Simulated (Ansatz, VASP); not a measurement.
**One calculation of Re, two programs**

```
Re
1.0
     2.77687    0.00000    0.00000
    -1.38844    2.40484    0.00000
     0.00000    0.00000    4.47881
Re
2
Cartesian
  0.0000 1.6032 1.1197
  1.3884 0.8016 3.3591
```

Alike in both runs: task single point; functional PBE; k mesh 13 × 13 × 7; occupations methfessel-paxton of order 1, width 0.2 eV; no spin polarisation.

|  | VASP | Ansatz |
| --- | --- | --- |
| version | VASP 6.6.1 | Ansatz 0.2.0 |
| potentials or method | VASP PAW PBE potentials, release 64 (Re), cutoff 520 eV | plane waves (420 eV) with PAW, scalar-relativistic |
| valence electrons in the cell | 14 | 30 |

|  | VASP | Ansatz | Ansatz less VASP |
| --- | --- | --- | --- |
| pressure (GPa) | -0.8 | -0.3 | +0.53 |
| traceless stress, the component that is largest in VASP (GPa) | 0.00 | 0.13 | +0.124 |

VASP's potentials hold 14 valence electrons a cell and Ansatz's 30, so a difference there can come from the potentials and not from the codes.

Spin-orbit coupling is off throughout.
